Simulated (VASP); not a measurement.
# TiTe2 (P-3m1) in VASP: notebook, part 2 of 2

VASP 6.6.1. The steps go on from the part before.

## Step 4: Single point, B3LYP

Input file POSCAR:

```
TiTe2
1.0
    3.7770000000      0.0000000000      0.0000000000
   -1.8885000000      3.2709779501      0.0000000000
    0.0000000000      0.0000000000      6.4980000000
Te Ti
2 1
Direct
    0.3333333333      0.6666666667      0.7372000000
    0.6666666667      0.3333333333      0.2628000000
    0.0000000000      0.0000000000      0.0000000000
```

Input file INCAR.step1:

```
SYSTEM = TiTe2
  ALGO = Normal
  EDIFF = 1E-5
  ENCUT = 520
  GGA = PE
  ISIF = 2
  ISMEAR = -1
  LASPH = .TRUE.
  LCHARG = .FALSE.
  LREAL = .FALSE.
  LWAVE = .TRUE.
  NBANDS = 19
  NELM = 80
  PREC = Accurate
  SIGMA = 0.05
```

Input file INCAR.step2:

```
SYSTEM = TiTe2
  AEXX = 0.2
  AGGAC = 0.81
  AGGAX = 0.72
  ALDAC = 0.19
  ALGO = Normal
  EDIFF = 1E-6
  ENCUT = 520
  GGA = B3
  ISIF = 2
  ISMEAR = -1
  ISTART = 1
  LASPH = .TRUE.
  LCHARG = .FALSE.
  LHFCALC = .TRUE.
  LREAL = .FALSE.
  LWAVE = .FALSE.
  NBANDS = 19
  NELM = 80
  PREC = Accurate
  PRECFOCK = Normal
  SIGMA = 0.05
```

Input file KPOINTS:

```
k-points
0
G
  4 4 2
  0 0 0
```

Potentials or basis: VASP PAW PBE potentials, release 64 (Te, Ti_sv).

On the command line:

```sh
> cat potpaw_PBE.64/Te/POTCAR potpaw_PBE.64/Ti_sv/POTCAR > POTCAR
> cp INCAR.step1 INCAR
> mpirun -np 1 vasp_std > vasp.out
> cp INCAR.step2 INCAR
> mpirun -np 1 vasp_std > vasp.out
```

OUTCAR:

```text
SYSTEM = TiTe2
   AEXX = 0.2
   EDIFF = 1E-6
   ENCUT = 520
   GGA = B3
   ISIF = 2
   ISMEAR = -1
   ISTART = 1
   LASPH = .TRUE.
   LHFCALC = .TRUE.
   LREAL = .FALSE.
   NELM = 80
   PREC = Accurate
   PRECFOCK = Normal

 ion  position               nearest neighbor table
   1  0.333  0.667  0.737-   3 2.77   3 2.77   3 2.77
   2  0.667  0.333  0.263-   3 2.77   3 2.77   3 2.77
   3  0.000  0.000  0.000-   1 2.77   2 2.77   2 2.77   1 2.77   2 2.77   1 2.77

  LATTYP: Found a hexagonal cell.
 ALAT       =     3.7770000000
 C/A-ratio  =     1.7204130262

  Lattice vectors:

 A1 = (   3.7770000000,   0.0000000000,   0.0000000000)
 A2 = (  -1.8885000000,   3.2709779501,   0.0000000000)
 A3 = (   0.0000000000,   0.0000000000,   6.4980000000)

Analysis of symmetry for initial positions (statically):
=====================================================================
 Subroutine PRICEL returns:
[... 158 lines left out ...]
  ext. energy  EPLUGINS =         0.00000000
  ---------------------------------------------------
  free energy    TOTEN  =       -18.66062831 eV

  energy without entropy =      -18.65464970  energy(sigma->0) =      -18.65763901

 E-fermi :   7.1438     XC(G=0):  -7.8051

 val. band max:        7.1091596711   @ k =   0.5000   0.0000   0.0000
 cond. band min:       7.6764617746   @ k =   0.0000   0.0000   0.0000
 fundamental gap:      0.5673021035
 Fermi energy:         7.1438277162

 k-point     1 :       0.0000    0.0000    0.0000
  band No.  band energies     occupation
      1     -54.7644      2.00000
      2     -29.8462      2.00000
      3     -29.8462      2.00000
      4     -29.8271      2.00000
      5      -6.9345      2.00000
      6      -5.3066      2.00000
[... 153 lines left out ...]
      6      -4.9090      2.00000
[... 11 lines left out ...]
     18      13.6076      0.00000
     19      13.7300      0.00000

------------------------ aborting loop because EDIFF is reached ----------------------------------------

  FORCE on cell =-STRESS in cart. coord.  units (eV):
  Direction    XX          YY          ZZ          XY          YZ          ZX
  --------------------------------------------------------------------------------------
  -------------------------------------------------------------------------------------
  Total        1.6200181      1.6200181      1.4507819      0.0000000      0.0000000      0.0000000
  in kB       32.3315212     32.3315212     28.9539886      0.0000000      0.0000000      0.0000000
  external PRESSURE =      31.2056770 kB  Pullay stress =       0.0000000 kB

 VOLUME and BASIS-vectors are now :
 -----------------------------------------------------------------------------
  energy-cutoff  :      520.00
  volume of cell :       80.28
      direct lattice vectors                 reciprocal lattice vectors
     3.777000000  0.000000000  0.000000000     0.264760392  0.152859484  0.000000000
    -1.888500000  3.270977950  0.000000000     0.000000000  0.305718967  0.000000000
     0.000000000  0.000000000  6.498000000     0.000000000  0.000000000  0.153893506

 POSITION                                       TOTAL-FORCE (eV/Angst)
 -----------------------------------------------------------------------------------
     -0.00000      2.18065      4.79033        -0.000000      0.000000      0.187507
      1.88850      1.09033      1.70767        -0.000000     -0.000000     -0.187507
      0.00000      0.00000      0.00000         0.000000      0.000000     -0.000000
 -----------------------------------------------------------------------------------
    total drift:                               -0.000000     -0.000000      0.000002

  FREE ENERGIE OF THE ION-ELECTRON SYSTEM (eV)
  ---------------------------------------------------
  free  energy   TOTEN  =       -18.6606283112 eV

  energy  without entropy=      -18.6546497036  energy(sigma->0) =      -18.65763901
```

OSZICAR.step1:

```text
N       E                     dE             d eps       ncg     rms          rms(c)
DAV:   1     0.180545751894E+03    0.18055E+03   -0.10868E+04   304   0.118E+03
DAV:   2    -0.170228280731E+01   -0.18225E+03   -0.17769E+03   336   0.304E+02
DAV:   3    -0.176351280547E+02   -0.15933E+02   -0.15460E+02   460   0.827E+01
DAV:   4    -0.183119087328E+02   -0.67678E+00   -0.67461E+00   383   0.155E+01
DAV:   5    -0.183360965597E+02   -0.24188E-01   -0.24175E-01   442   0.286E+00    0.120E+01
DAV:   6    -0.185906976162E+02   -0.25460E+00   -0.36038E+01   340   0.373E+01    0.148E+01
DAV:   7    -0.164162091737E+02    0.21745E+01   -0.31266E+01   354   0.320E+01    0.540E+00
DAV:   8    -0.161626452733E+02    0.25356E+00   -0.12665E+00   367   0.805E+00    0.177E+00
DAV:   9    -0.161758675307E+02   -0.13222E-01   -0.29437E-01   383   0.346E+00    0.148E+00
DAV:  10    -0.161618635001E+02    0.14004E-01   -0.23321E-01   352   0.352E+00    0.786E-01
DAV:  11    -0.161586368323E+02    0.32267E-02   -0.16301E-02   355   0.100E+00    0.328E-01
DAV:  12    -0.161586441043E+02   -0.72720E-05   -0.41705E-04   346   0.150E-01    0.216E-01
DAV:  13    -0.161585701602E+02    0.73944E-04   -0.26962E-04   438   0.127E-01    0.586E-02
DAV:  14    -0.161585677497E+02    0.24105E-05   -0.13872E-05   263   0.239E-02
   1 F= -.16158568E+02 E0= -.16153187E+02  d E =-.107615E-01
```

Wall time 5.7 min (1 thread of Intel Xeon 6975P-C (Granite Rapids), shared host); peak memory 0.21 GiB.

What came out:

| Item | Value |
| --- | --- |
| Free energy | -18.6606 eV |
| Pressure | 3.1 GPa |
| Largest force | 0.188 eV/Å |
| Band gap on the k mesh | zero (bands 12 and 13 overlap by 1.24 eV) |

Forces on the atoms (eV/Å):
```
Te   0.000  0.000  0.188
Te   0.000  0.000 -0.188
Ti   0.000  0.000  0.000
```

Stress tensor (GPa, compression positive):
```
3.23 0.00 0.00
0.00 3.23 0.00
0.00 0.00 2.90
```

Caveat: the k points lie up to 0.48 Å⁻¹ apart, too coarse for converged energies and pressures of a metal; the PAW data sets were made with another functional, which shifts forces and pressure a little; spin-orbit coupling is left out, which moves the levels of the heavy elements; this functional lacks dispersion, which binds layers or chains, so the pressure and a relaxed spacing across them are unreliable.

## Step 5: Single point, PBE-based global hybrid with 15 % exact exchange

POSCAR is that of step 4.

Input file INCAR.step1:

```
SYSTEM = TiTe2
PREC = Accurate ; ENCUT = 520
EDIFF = 1E-5 ; ISMEAR = -1
SIGMA = 0.05 ; LREAL = .False.
LASPH = .True. ; NELM = 100
ALGO = Normal ; ISIF = 2
LWAVE = .True. ; LCHARG = .False.
GGA = PE ; NBANDS = 19
```

Input file INCAR.step2:

```
SYSTEM = TiTe2
PREC = Accurate ; ENCUT = 520
EDIFF = 1E-6 ; ISMEAR = -1
SIGMA = 0.05 ; LREAL = .False.
LASPH = .True. ; NELM = 100
ALGO = Normal ; ISIF = 2
LWAVE = .False. ; LCHARG = .False.
GGA = PE ; LHFCALC = .True.
AEXX = 0.15 ; PRECFOCK = Normal
ISTART = 1 ; NBANDS = 19
```

Input file KPOINTS:

```
regular mesh
0
Gamma
  5 5 3
  0 0 0
```

On the command line:

```sh
> cat potpaw_PBE.64/Te/POTCAR potpaw_PBE.64/Ti_sv/POTCAR > POTCAR
> cp INCAR.step1 INCAR
> mpirun -np 1 vasp_std > vasp.out
> cp INCAR.step2 INCAR
> mpirun -np 1 vasp_std > vasp.out
```

Run time: 36 min. Hardware: 1 thread of AMD EPYC 7R13 (Zen 3), shared host; peak memory 0.19 GiB.

The run converged. Its results:

```
Free energy            : -19.5278 eV
Pressure               : -0.1 GPa
Largest force          : 0.200 eV/Å
Band gap on the k mesh : zero (bands 12 and 13 overlap by 0.94 eV)
```

Forces on the atoms (eV/Å):
```
Te   0.000  0.000  0.200
Te   0.000  0.000 -0.200
Ti   0.000  0.000  0.000
```

Stress tensor (GPa, compression positive):
```
-0.30  0.00  0.00
 0.00 -0.30  0.00
 0.00  0.00  0.19
```

Levels at points of the mesh, in eV from the Fermi level:
```
           k point  band 10  band 11  band 12  band 13  band 14  band 15
(0.00, 0.00, 0.00)     0.46     0.56     0.56     0.61     1.06     1.06
```

Caveat: the k points lie up to 0.38 Å⁻¹ apart, too coarse for converged energies and pressures of a metal; the PAW data sets were made with another functional, which shifts forces and pressure a little; spin-orbit coupling is left out, which moves the levels of the heavy elements.

## Step 6: Single point, PBEsol+D3(BJ)

This run uses another cell than the first one, of 23.55 Å³/atom.

Input file INCAR:

```
ALGO     = Normal         # electronic algorithm
EDIFF    = 1E-6           # SCF threshold, eV
ENCUT    = 520            # plane-wave cutoff, eV
GGA      = PS             # functional
ISIF     = 2              # what is computed and relaxed
ISMEAR   = -1             # smearing method
IVDW     = 12             # dispersion correction
LASPH    = T              # aspherical terms in the spheres
LCHARG   = F              # write CHGCAR
LREAL    = F              # projectors in reciprocal space
LWAVE    = F              # write WAVECAR
NBANDS   = 19             # bands
NELM     = 100            # most SCF steps
PREC     = Accurate       # precision mode
SIGMA    = 0.05           # smearing width, eV
```

Input file KPOINTS:

```
k-points
0
Gamma
  8 8 4
```

Input file POSCAR:

```
TiTe2
1.0
    3.6270347690      0.0000000000      0.0000000000
   -1.8135173845      3.1411042504      0.0000000000
    0.0000000000      0.0000000000      6.1999518566
Te Ti
2 1
Direct
    0.3333333333      0.6666666667      0.7219715332
    0.6666666667      0.3333333333      0.2780284668
    0.0000000000      0.0000000000      0.0000000000
```

Potentials or basis: VASP PAW PBE potentials, release 64 (Te, Ti_sv).

On the command line:

```sh
> cat potpaw_PBE.64/Te/POTCAR potpaw_PBE.64/Ti_sv/POTCAR > POTCAR
> mpirun -np 1 vasp_std > vasp.out
```

Wall time 28 s (1 thread of Intel Xeon Platinum 8488C (Sapphire Rapids), shared host); peak memory 0.21 GiB.

It converged, with:

- Free energy: -19.0949 eV
- Pressure: 0.0 GPa
- Largest force: 0.019 eV/Å
- Band gap on the k mesh: zero (bands 12 and 13 overlap by 0.81 eV)
- Dispersion energy per atom: -0.535 eV

Forces on the atoms (eV/Å):
```
Te   0.000  0.000 -0.019
Te   0.000  0.000  0.019
Ti   0.000  0.000  0.000
```

Levels at points of the mesh, in eV from the Fermi level:
```csv
k point,band 8,band 9,band 10,band 11,band 12,band 13,band 14,band 15,band 16,band 17
"(0.00, 0.00, 0.00)",-1.59,-1.59,0.19,0.51,0.51,1.08,1.51,1.51,3.21,3.21
"(0.50, 0.00, 0.00)",-4.15,-3.12,-2.64,-1.70,-1.27,-0.07,1.44,1.81,2.54,3.86
"(0.00, 0.00, 0.50)",-3.29,-1.46,-1.46,0.49,0.49,0.93,0.93,1.27,3.98,3.98
"(0.50, 0.00, 0.50)",-5.35,-2.71,-2.20,-0.77,-0.50,-0.30,1.44,1.81,2.63,3.88
```

Caveat: the PAW data sets were made with another functional, which shifts forces and pressure a little; spin-orbit coupling is left out, which moves the levels of the heavy elements.

## Step 7: Overview

| level | cell | k mesh | grid for exact exchange (PRECFOCK) | share of exact exchange | gap on the mesh (eV) | pressure (GPa) | largest force (eV/Å) |
| --- | --- | --- | --- | --- | --- | --- | --- |
| PBE0 | a = 3.777, b = 3.777, c = 6.498 Å, angles 90.0, 90.0, 120.0°, 3 atoms, atomic positions A | 4 × 4 × 2 | Normal | 0.25 | none | -1.1 | 0.28 |
| PBEsol-based global hybrid with 25 % exact exchange | a = 3.777, b = 3.777, c = 6.498 Å, angles 90.0, 90.0, 120.0°, 3 atoms, atomic positions A | 4 × 4 × 2 | Normal | 0.25 | none | -3.2 | 0.38 |
| B3LYP | a = 3.777, b = 3.777, c = 6.498 Å, angles 90.0, 90.0, 120.0°, 3 atoms, atomic positions A | 4 × 4 × 2 | Normal | 0.2 | none | 3.1 | 0.19 |
| PBE-based global hybrid with 15 % exact exchange | a = 3.777, b = 3.777, c = 6.498 Å, angles 90.0, 90.0, 120.0°, 3 atoms, atomic positions A | 5 × 5 × 3 | Normal | 0.15 | none | -0.1 | 0.20 |
| PBEsol+D3(BJ) | a = 3.627, b = 3.627, c = 6.200 Å, angles 90.0, 90.0, 120.0°, 3 atoms, atomic positions B | 8 × 8 × 4 | - | - | none | 0.0 | 0.02 |

Alike in all rows: task single point; potentials or basis VASP PAW PBE potentials, release 64 (Te, Ti_sv); no spin polarisation; cutoff (eV) 520; smearing fermi-dirac 0.05 eV.

Caveats: some runs use coarse meshes; the PAW data sets were made with another functional, which shifts forces and pressure a little; spin-orbit coupling is left out, which moves the levels of the heavy elements; this functional lacks dispersion, which binds layers or chains, so the pressure and a relaxed spacing across them are unreliable (at least some runs).

Total energies depend on the potentials used, so only differences within one code and one set of settings carry meaning.

The gap in the log of VASP goes by the Fermi energy; the results here count the filled bands.